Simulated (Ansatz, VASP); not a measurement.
One calculation of HfC, two programs

File INCAR:

```
PREC = Accurate
ENCUT = 520
EDIFF = 1E-6
ISMEAR = -1
SIGMA = 0.05
LREAL = False
LASPH = True
NELM = 150
ALGO = Normal
ISIF = 2
LWAVE = False
LCHARG = False
LNONCOLLINEAR = True
MAGMOM = 0 0 0 0 0 0
LORBIT = 11
LSORBIT = True
GGA_COMPAT = False
LORBMOM = True
LMAXMIX = 4
GGA = PS
NBANDS = 26
```

The input KPOINTS:

```
regular mesh
0
Gamma
  8 8 8
```

File POSCAR:

```
HfC
1.0
    0.0000000000      2.3250000000      2.3250000000
    2.3250000000      0.0000000000      2.3250000000
    2.3250000000      2.3250000000      0.0000000000
Hf C
1 1
Direct
    0.5000000000      0.5000000000      0.5000000000
    0.0000000000      0.0000000000      0.0000000000
```

The input input.yaml:

```yaml
crystal:
  lattice:
    - [0.0, 2.325, 2.325]
    - [2.325, 0.0, 2.325]
    - [2.325, 2.325, 0.0]
  atoms:
    - { symbol: Hf, position: [0.5, 0.5, 0.5] }
    - { symbol: C, position: [0.0, 0.0, 0.0] }
kpoints:
  mp_grid: { grid: [8, 8, 8] }
  band_path:
    path:
      - [0.0, 0.0, 0.0]
      - [0.5, 0.0, 0.5]
      - [0.5, 0.25, 0.75]
      - [0.375, 0.375, 0.75]
      - [0.0, 0.0, 0.0]
      - [0.5, 0.5, 0.5]
      - [0.625, 0.25, 0.625]
      - [0.5, 0.25, 0.75]
    npoints: 12
scf:
  occupations: { method: fermi_dirac, width: 0.05 }
hamiltonian:
  xc: pbesol
  pseudopotentials: { kind: all_electron, lapw: { basis_error: 0.001 } }
magnetization:
  noncollinear: true
  spin_orbit: true
output:
  forces: true
  stress: true
  eigenvalues: true
```

Alike in both runs: functional PBEsol; k mesh 8 × 8 × 8; occupations fermi-dirac, width 0.05 eV; non-collinear spin, spin-orbit coupling.

|  | VASP | Ansatz |
| --- | --- | --- |
| version | VASP 6.6.1 | Ansatz 0.2.0 |
| potentials or method | VASP PAW PBE potentials, release 64 (Hf_pv, C), cutoff 520 eV | all-electron LAPW, relativistic spinors |
| task | single point | band structure |

```csv
,VASP,Ansatz,Ansatz less VASP
pressure (GPa),-7.1,-7.1,+0.01
net moment per atom (μB),0.00,0.00,0.000
```

VASP's potentials were made for PBE, not for PBEsol. Ansatz ran all-electron here, and VASP with PAW potentials.

Noted on Ansatz's run: the k mesh is thin for a metal, which can move the energy by tens of meV per atom.
